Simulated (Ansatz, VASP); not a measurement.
# SiC: VASP beside Ansatz

```
Si C
1.0
     3.07547    0.00000    0.00000
    -1.53773    2.66343    0.00000
     0.00000    0.00000    5.04853
Si C
2 2
Direct
  0.33333 0.66667 0.96234
  0.66667 0.33333 0.46234
  0.33333 0.66667 0.41266
  0.66667 0.33333 0.91266
```

Change from the starting cell: polar distortion scaled by 0.40.

Alike in both runs: task single point; functional r2SCAN; k mesh 12 × 12 × 6; no spin polarisation.

|  | VASP | Ansatz |
| --- | --- | --- |
| version | VASP 6.6.1 | Ansatz 0.2.0 |
| potentials or method | VASP PAW PBE potentials, release 64 (Si, C), cutoff 520 eV | scalar-relativistic, plane waves, PAW |
| occupations | gaussian, width 0.01 eV | fixed |
| valence electrons in the cell | 16 | 16 |

Ansatz gave:

```
gap on the k mesh at the Fermi level (eV)                     : 1.39
least direct gap on the mesh (eV)                             : 3.63
pressure (GPa)                                                : 7.9
traceless stress, the component that is largest in VASP (GPa) : -9.40
rms of the force components (eV/Å)                            : 1.286
```

**Question.** Estimate VASP's values.

**Answer.** gap on the k mesh at the Fermi level (eV): 1.39; least direct gap on the mesh (eV): 3.63; pressure (GPa): 7.5; traceless stress, the component that is largest in VASP (GPa): -9.11; rms of the force components (eV/Å): 1.287.

VASP's potentials were made for PBE, not for r2SCAN. Atom by atom the forces differ by 0.001 eV/Å (rms over components).
